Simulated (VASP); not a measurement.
# ZnO (P6_3mc) in VASP: elastic constants with PBEsol

Aim: the elastic constants of ZnO with PBEsol.

Program: VASP 6.6.1. These are calculated values, not measurements. Logs are shortened: lines on timing, memory, paths and dates and some standing lists are left out, and cuts for length are marked.

## Step 1: The cell of the first run

It takes space group P6_3mc (No. 186, hexagonal). The conventional cell has a = 3.230 Å, b = 3.230 Å, c = 5.214 Å, α = 90.00°, β = 90.00°, γ = 120.00°. Zn (site symmetry 3m) has 4 O at 1.97 to 1.98 Å within 2.6 Å. O (site symmetry 3m) has 4 Zn at 1.97 to 1.98 Å within 2.6 Å.

## Step 2: Elastic constants, PBEsol

INCAR

```
SYSTEM = ZnO
ALGO = Normal ; EDIFF = 1E-8
ENCUT = 600 ; GGA = PS
IBRION = 6 ; ISIF = 3
ISMEAR = 0 ; LASPH = .True.
LCHARG = .False. ; LREAL = .False.
LWAVE = .False. ; NELM = 80
NFREE = 2 ; NSW = 1
POTIM = 0.015 ; PREC = Accurate
SIGMA = 0.01
```

KPOINTS

```
k-points
0
Gamma
  8 8 4
  0 0 0
```

POSCAR

```
ZnO
1.0
    3.2299990317      0.0000000000      0.0000000000
   -1.6149995159      2.7972612157      0.0000000000
    0.0000000000      0.0000000000      5.2143592997
Zn O
2 2
Direct
    0.3333333333      0.6666666667      0.5000410921
    0.6666666667      0.3333333333      0.0000410921
    0.6666666667      0.3333333333      0.3789689079
    0.3333333333      0.6666666667      0.8789689079
```

Potentials or basis: VASP PAW PBE potentials, release 64 (Zn, O).

On the command line:

```bash
cat potpaw_PBE.64/Zn/POTCAR potpaw_PBE.64/O/POTCAR > POTCAR
mpirun -np 1 vasp_std > vasp.out
```

OUTCAR:

```text
SYSTEM = ZnO
   EDIFF = 1E-8
   ENCUT = 600
   GGA = PS
   IBRION = 6
   ISIF = 3
   ISMEAR = 0
   LASPH = .True.
   LREAL = .False.
   NELM = 80
   NFREE = 2
   NSW = 1
   POTIM = 0.015
   PREC = Accurate

 ion  position               nearest neighbor table
   1  0.333  0.667  0.500-   3 1.97   3 1.97   3 1.97   4 1.98
   2  0.667  0.333  0.000-   4 1.97   4 1.97   4 1.97   3 1.98
   3  0.667  0.333  0.379-   1 1.97   1 1.97   1 1.97   2 1.98
   4  0.333  0.667  0.879-   2 1.97   2 1.97   2 1.97   1 1.98

  LATTYP: Found a hexagonal cell.
 ALAT       =     3.2299990317
 C/A-ratio  =     1.6143532083

  Lattice vectors:

 A1 = (   3.2299990317,   0.0000000000,   0.0000000000)
 A2 = (  -1.6149995159,   2.7972612157,   0.0000000000)
 A3 = (   0.0000000000,   0.0000000000,   5.2143592997)

Analysis of symmetry for initial positions (statically):
=====================================================================
 Subroutine PRICEL returns:
 Original cell was already a primitive cell.

 Routine SETGRP: Setting up the symmetry group for a
 hexagonal supercell.

 Subroutine GETGRP returns: Found 12 space group operations
 (whereof  6 operations were pure point group operations)
 out of a pool of 24 trial point group operations.

The static configuration has the point symmetry C_3v.
 The point group associated with its full space group is C_6v.

Analysis of symmetry for dynamics (positions and initial velocities):
=====================================================================
 Subroutine PRICEL returns:
 Original cell was already a primitive cell.

 Routine SETGRP: Setting up the symmetry group for a
 hexagonal supercell.

 Subroutine GETGRP returns: Found 12 space group operations
 (whereof  6 operations were pure point group operations)
 out of a pool of 24 trial point group operations.

The dynamic configuration has the point symmetry C_3v.
 The point group associated with its full space group is C_6v.

 Subroutine INISYM returns: Found 12 space group operations
 (whereof  6 operations are pure point group operations),
 and found     1 'primitive' translations

----------------------------------------------------------------------------------------

                                     Primitive cell

  volume of cell :      47.1125

  direct lattice vectors                    reciprocal lattice vectors
     3.229999032  0.000000000  0.000000000     0.309597616  0.178746267  0.000000000
    -1.614999516  2.797261216  0.000000000     0.000000000  0.357492534  0.000000000
     0.000000000  0.000000000  5.214359300     0.000000000  0.000000000  0.191778115

  length of vectors
     3.229999032  3.229999032  5.214359300     0.357492534  0.357492534  0.191778115

  position of ions in fractional coordinates (direct lattice)
     0.333333333  0.666666667  0.500041092
     0.666666667  0.333333333  0.000041092
     0.666666667  0.333333333  0.378968908
     0.333333333  0.666666667  0.878968908

  ion indices of the primitive-cell ions
   primitive index   ion index
                 1           1
                 2           2
                 3           3
                 4           4

----------------------------------------------------------------------------------------
[... 112 lines left out ...]
 number of electron      36.0000008 magnetization

 Free energy of the ion-electron system (eV)
  ---------------------------------------------------
  ext. energy  EPLUGINS =         0.00000000
  ---------------------------------------------------
  free energy    TOTEN  =       -19.41358563 eV

  energy without entropy =      -19.41358563  energy(sigma->0) =      -19.41358563

------------------------ aborting loop because EDIFF is reached ----------------------------------------

  FORCE on cell =-STRESS in cart. coord.  units (eV):
  Direction    XX          YY          ZZ          XY          YZ          ZX
  --------------------------------------------------------------------------------------
  -------------------------------------------------------------------------------------
  Total        0.2422277      0.2422277      0.2425557     -0.0000000      0.0000000      0.0000000
  in kB        8.2375495      8.2375495      8.2487032     -0.0000000      0.0000000      0.0000000
  external PRESSURE =       8.2412674 kB  Pullay stress =       0.0000000 kB
[... 95 lines left out ...]
  FREE ENERGIE OF THE ION-ELECTRON SYSTEM (eV)
  ---------------------------------------------------
  free  energy   TOTEN  =       -19.4004393941 eV

  energy  without entropy=      -19.4004393941  energy(sigma->0) =      -19.40043939

[... ionic steps 4 to 18 ...]

--------------------------------------- Ionic step       19  -------------------------------------------

 number of electron      36.0000008 magnetization

------------------------ aborting loop because EDIFF is reached ----------------------------------------
[... 71 lines left out ...]
--------------------------------------- Ionic step       21  -------------------------------------------

 number of electron      36.0000010 magnetization

 Free energy of the ion-electron system (eV)
  ---------------------------------------------------
  ext. energy  EPLUGINS =         0.00000000
  ---------------------------------------------------
  free energy    TOTEN  =       -19.41225251 eV

  energy without entropy =      -19.41225251  energy(sigma->0) =      -19.41225251

 E-fermi :   1.2531     XC(G=0): -11.2410

 val. band max:        1.1443944563   @ k =   0.0000   0.0000   0.0000
 cond. band min:       1.8350277724   @ k =   0.0000   0.0000   0.0000
 fundamental gap:      0.6906333160
 Fermi energy:         1.2531033733

 k-point     1 :       0.0000    0.0000    0.0000
  band No.  band energies     occupation
      1     -16.9841      2.00000
      2     -16.2271      2.00000
      3      -4.6781      2.00000
      4      -4.6153      2.00000
      5      -4.6153      2.00000
      6      -4.5914      2.00000
[... 589 lines left out ...]
     21       9.7641      0.00000
     22       9.8407      0.00000

 [... further k-points ...]
[... 5 lines left out ...]
  --------------------------------------------------------------------------------------
  -------------------------------------------------------------------------------------
  Total        0.1710731      0.1710731      0.3867748     -0.0000000      0.0000000      0.0000000
  in kB        5.8177629      5.8177629     13.1532294     -0.0000000      0.0000000      0.0000000
  external PRESSURE =       8.2629184 kB  Pullay stress =       0.0000000 kB
[... 19 lines left out ...]
  FREE ENERGIE OF THE ION-ELECTRON SYSTEM (eV)
  ---------------------------------------------------
  free  energy   TOTEN  =       -19.4122525091 eV

  energy  without entropy=      -19.4122525091  energy(sigma->0) =      -19.41225251

 INTERNAL STRAIN TENSORS FROM STRAINED CELLS
 ============================================

 INTERNAL STRAIN TENSOR FOR ION    1 for displacements in x,y,z  (eV/Angst):
          X           Y           Z          XY          YZ          ZX
  --------------------------------------------------------------------------------
  x     0.00000    -0.00000    -0.00000    -7.36725     0.00000    -4.65932
  y    -7.39189     7.40012     0.00000     0.00002    -4.65576    -0.00004
  z    -4.70894    -4.71723     9.28347    -0.00047    -0.00036     0.00003

 INTERNAL STRAIN TENSORS FROM DISPLACED ATOMS
 ============================================

 INTERNAL STRAIN TENSOR FOR ION    1 for displacements in x,y,z  (eV/Angst):
          X           Y           Z          XY          YZ          ZX
  --------------------------------------------------------------------------------
  x     0.00000    -0.00000     0.00000    -7.36968     0.00000    -4.65804
  y    -7.36968     7.36968     0.00000    -0.00000    -4.65805     0.00000
  z    -4.68050    -4.68050     9.24948     0.00000     0.00000    -0.00000

 INTERNAL STRAIN TENSOR FOR ION    4 for displacements in x,y,z  (eV/Angst):
          X           Y           Z          XY          YZ          ZX
  --------------------------------------------------------------------------------
  x     0.00000    -0.00000     0.00000    -8.34385    -0.00000     4.66047
  y    -8.34385     8.34385     0.00000    -0.00000     4.66048    -0.00000
  z     4.72807     4.72807    -9.18341    -0.00000     0.00000     0.00000

 Eigenvectors and eigenvalues of the dynamical matrix
 ----------------------------------------------------

   1 f  =   16.077638 THz   101.018776 2PiTHz  536.292261 cm-1    66.491736 meV
             X         Y         Z           dx          dy          dz
     -0.000000  1.864841  2.607394     0.000000   -0.000000   -0.096277
      1.615000  0.932420  0.000214    -0.000000    0.000000    0.096277
      1.615000  0.932420  1.976080    -0.000000    0.000000   -0.700522
     -0.000000  1.864841  4.583260     0.000000   -0.000000    0.700522
[... 71 lines left out ...]
  12 f/i=    0.015293 THz     0.096091 2PiTHz    0.510130 cm-1     0.063248 meV
             X         Y         Z           dx          dy          dz
     -0.000000  1.864841  2.607394    -0.000000   -0.000000    0.633379
      1.615000  0.932420  0.000214    -0.000000   -0.000000    0.633379
      1.615000  0.932420  1.976080    -0.000000   -0.000000    0.314373
     -0.000000  1.864841  4.583260    -0.000000   -0.000000    0.314373

--------------------------------------------------------------------------------------------------------

 ELASTIC MODULI CONTR FROM IONIC RELAXATION (kBar)
 Direction    XX          YY          ZZ          XY          YZ          ZX
 --------------------------------------------------------------------------------
 XX        -749.0281    301.8621    438.0414      0.0000      0.0000     -0.0000
 YY         301.8621   -749.0281    438.0414      0.0000      0.0000      0.0000
 ZZ         438.0414    438.0414   -858.2062     -0.0000     -0.0000     -0.0000
 XY           0.0000      0.0000     -0.0000   -525.4451      0.0000     -0.0000
 YZ           0.0000      0.0000     -0.0000      0.0000   -198.8340      0.0000
 ZX          -0.0000      0.0000     -0.0000      0.0000      0.0000   -198.8337
 --------------------------------------------------------------------------------

 TOTAL ELASTIC MODULI (kBar)
 Direction    XX          YY          ZZ          XY          YZ          ZX
 --------------------------------------------------------------------------------
 XX        2025.3164   1267.4492   1123.3216     -0.0000      0.0000     -0.0000
 YY        1267.4492   2025.3164   1123.3216     -0.0000      0.0000      0.0000
 ZZ        1123.3216   1123.3216   2180.3128     -0.0000     -0.0000     -0.0000
 XY          -0.0000     -0.0000     -0.0000    378.9336      0.0000     -0.0000
 YZ           0.0000      0.0000     -0.0000      0.0000    348.4063     -0.0000
 ZX          -0.0000      0.0000     -0.0000     -0.0000     -0.0000    348.4065
 --------------------------------------------------------------------------------
```

Wall time 24 min (1 thread of Intel Xeon Platinum 8259CL at 2.50GHz (Skylake/Cascade Lake), shared host); peak memory 0.37 GiB.

What came out:

| Item | Value |
| --- | --- |
| Voigt bulk modulus | 147 GPa |
| Highest phonon frequency at Γ, LO-TO splitting left out | 536 cm⁻¹ |

Phonon frequencies in cm⁻¹ (negative: imaginary):
```
              q point                               frequencies
(0.000, 0.000, 0.000)  -1 0 0 87 87 255 377 396 396 429 429 536
```

Elastic tensor in Voigt notation (GPa, in the Cartesian axes of the cell as first typed):
```
203 127 112   0   0   0
127 203 112   0   0   0
112 112 218   0   0   0
  0   0   0  35   0   0
  0   0   0   0  35   0
  0   0   0   0   0  38
```

Clamped-ion elastic tensor (GPa):
```
277  97  69   0   0   0
 97 277  69   0   0   0
 69  69 304   0   0   0
  0   0   0  55   0   0
  0   0   0   0  55   0
  0   0   0   0   0  90
```

Caveat: the PAW data sets were made with another functional, which shifts forces and pressure a little.
